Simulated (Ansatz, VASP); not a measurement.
**Two plane-wave programs on Sr**

```
CELL_PARAMETERS angstrom
-2.29990 2.29990 2.29990
2.29990 -2.29990 2.29990
2.29990 2.29990 -2.29990
ATOMIC_POSITIONS crystal
Sr 0.00000 0.00000 0.00000
```

Change from the starting cell: volume scaled by 0.95, PAW files.

Alike in both runs: task single point; functional PBEsol; k mesh 11 × 11 × 11; occupations fermi-dirac, width 0.08 eV; no spin polarisation.

|  | VASP | Ansatz |
| --- | --- | --- |
| version | VASP 6.6.1 | Ansatz 0.2.0 |
| potentials or method | VASP PAW PBE potentials, release 64 (Sr_sv) | PAW with Ansatz's default frozen-core files, scalar-relativistic |
| plane-wave cutoff (eV) | 520 | 420 |
| valence electrons in the cell | 10 | 10 |

|  | VASP | Ansatz | Ansatz less VASP |
| --- | --- | --- | --- |
| pressure (GPa) | 0.7 | 0.7 | -0.02 |

VASP's potentials were made for PBE, not for PBEsol. The functional is the same, so the differences come from potentials, cutoffs and numerics.
